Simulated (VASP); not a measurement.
A run of VASP 6.6.1:

Contents of INCAR:

```
ALGO = Normal
EDIFF = 1E-6
ENCUT = 600
GGA = PS
GGA_COMPAT = F
ISIF = 2
ISMEAR = 0
IVDW = 13
LASPH = T
LCHARG = F
LREAL = F
LWAVE = F
NBANDS = 24
NELM = 120
PREC = Accurate
SIGMA = 0.01
```

The input KPOINTS:

```
k-points
0
Gamma
  4 4 4
```

Contents of POSCAR:

```
CsMgF3
1.0
    4.4160189188      0.0000000000      0.0000000000
    0.0000000000      4.4160189188      0.0000000000
    0.0000000000      0.0000000000      4.4160189188
Cs Mg F
1 1 3
Direct
    0.0000000000      0.0000000000      0.0000000000
    0.5000000000      0.5000000000      0.5000000000
    0.0000000000      0.5000000000      0.5000000000
    0.5000000000      0.0000000000      0.5000000000
    0.5000000000      0.5000000000      0.0000000000
```

Potentials or basis: VASP PAW PBE potentials, release 64 (Cs_sv, Mg, F).

The run is started by

```console
$ cat potpaw_PBE.64/Cs_sv/POTCAR potpaw_PBE.64/Mg/POTCAR potpaw_PBE.64/F/POTCAR > POTCAR
$ mpirun -np 1 vasp_std > vasp.out
```

Hardware: 1 thread of AMD EPYC 7R13, on a shared host.

**Question.** How long does it take, and how much memory?

**Answer.** It took 38 s on 1 thread of AMD EPYC 7R13 (shared host), peak memory 0.19 GiB. Counts: scf iterations 12, k points 10.
